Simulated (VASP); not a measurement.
Pt, 4 atoms in the cell. The structure is orthorhombic, space group Immm (No. 71). Conventional cell: a = 2.734 Å, b = 2.797 Å, c = 3.947 Å, α = 90.00°, β = 90.00°, γ = 90.00°. Pt (site symmetry mmm) has 12 Pt at 2.73 to 2.80 Å within 3.6 Å. 

- Program: VASP 6.6.1
- Task: single point
- Functional: PBE
- Dispersion: D3(BJ)
- Potentials or basis: VASP PAW PBE potentials, release 64 (Pt)
- Cutoff: 520 eV
- k mesh: 7 × 5 × 24
- Occupations: gaussian, width 0.1 eV
- Spin: no spin polarisation
- Dipole correction: no
- Further INCAR settings: ALGO = Fast; EDIFF = 1e-07; NBANDS = 28

Potentials or basis: VASP PAW PBE potentials, release 64 (Pt).

Command:

```sh
$ cat potpaw_PBE.64/Pt/POTCAR > POTCAR
$ mpirun -np 1 vasp_std > vasp.out
```

Hardware: 1 thread of Oxide Virtual Turin-like Processor, with other jobs on the host.

Q: How long does it take, and how much memory?

A: Run time: 41 min on 1 thread of Oxide Virtual Turin-like Processor (shared host), peak memory 0.62 GiB. Counts: scf iterations 18, k points 421.
